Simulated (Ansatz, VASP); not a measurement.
**One calculation of TaN, two programs**

POSCAR

```
TaN
1.0
    2.9380000000      0.0000000000      0.0000000000
   -1.4690000000      2.5443826363      0.0000000000
    0.0000000000      0.0000000000      2.8830000000
Ta N
1 1
Direct
    0.0000000000      0.0000000000      0.5000000000
    0.6666666667      0.3333333333      0.0000000000
```

The input INCAR.step1:

```
ALGO = Normal ; EDIFF = 1E-5
ENCUT = 520 ; GGA = PE
ISIF = 2 ; ISMEAR = -1
LASPH = True ; LCHARG = False
LREAL = False ; LWAVE = True
NBANDS = 15 ; NELM = 80
PREC = Accurate ; SIGMA = 0.05
```

Contents of INCAR.step2:

```
ALGO = Normal ; EDIFF = 1E-7
ENCUT = 520 ; GGA = PE
HFSCREEN = 0.2079 ; ISIF = 2
ISMEAR = -1 ; ISTART = 1
LASPH = True ; LCHARG = False
LHFCALC = True ; LREAL = False
LWAVE = False ; NBANDS = 15
NELM = 80 ; PREC = Accurate
PRECFOCK = Normal ; SIGMA = 0.05
```

File KPOINTS:

```
k-points
0
Gamma
  8 8 6
```

Contents of input:

```
crystal:
  lattice:
    - [2.938, 0.0, 0.0]
    - [-1.469, 2.5443826363, 0.0]
    - [0.0, 0.0, 2.883]
  atoms:
    - { symbol: Ta, position: [0.0, 0.0, 0.5] }
    - { symbol: "N", position: [0.6666666667, 0.3333333333, 0.0] }
hamiltonian:
  xc: hse06
  pseudopotentials: { kind: paw }
kpoints:
  mp_grid: { grid: [8, 8, 6] }
  band_path:
    path:
      - [[0.0, 0.0, 0.0], [0.5, 0.0, 0.0], [0.3333333333, 0.3333333333, 0.0], [0.0, 0.0, 0.0], [0.0, 0.0, 0.5], [0.5, 0.0, 0.5], [0.3333333333, 0.3333333333, 0.5], [0.0, 0.0, 0.5]]
      - [[0.5, 0.0, 0.5], [0.5, 0.0, 0.0]]
      - [[0.3333333333, 0.3333333333, 0.0], [0.3333333333, 0.3333333333, 0.5]]
    npoints: 4
scf:
  occupations: { method: fermi_dirac, width: 0.05 }
  n_extra_bands: 6
output:
  forces: true
  stress: true
  eigenvalues: true
  fatbands: false
  write_density: true
  write_potential: true
  elf: true
  volumetric_format: npy
```

Alike in both runs: functional HSE06; k mesh 8 × 8 × 6; occupations fermi-dirac, width 0.05 eV; no spin polarisation.

```csv
,VASP,Ansatz
version,VASP 6.6.1,Ansatz 0.2.0
potentials or method,"VASP PAW PBE potentials, release 64 (Ta_pv, N)",Ansatz PAW
plane-wave cutoff (eV),520,420
valence electrons in the cell,16,18
task,single point,band structure
```

Ansatz gave:

* gap on the k mesh at the Fermi level (eV): none
* pressure (GPa): -3.6
* traceless stress, the component that is largest in VASP (GPa): -0.45

Question: What did VASP give for the same quantities?

Answer: gap on the k mesh at the Fermi level (eV): none; pressure (GPa): -4.2; traceless stress, the component that is largest in VASP (GPa): -0.45.

A gap of «none» marks a metal or a gap that the smearing closes. The functional is the same, so the differences come from potentials, cutoffs and numerics. VASP's potentials hold 16 valence electrons a cell and Ansatz's 18, so a difference there can come from the potentials and not from the codes.

The k mesh is coarse, so the values compare programs but aren't converged. Neither program's run includes spin-orbit coupling.
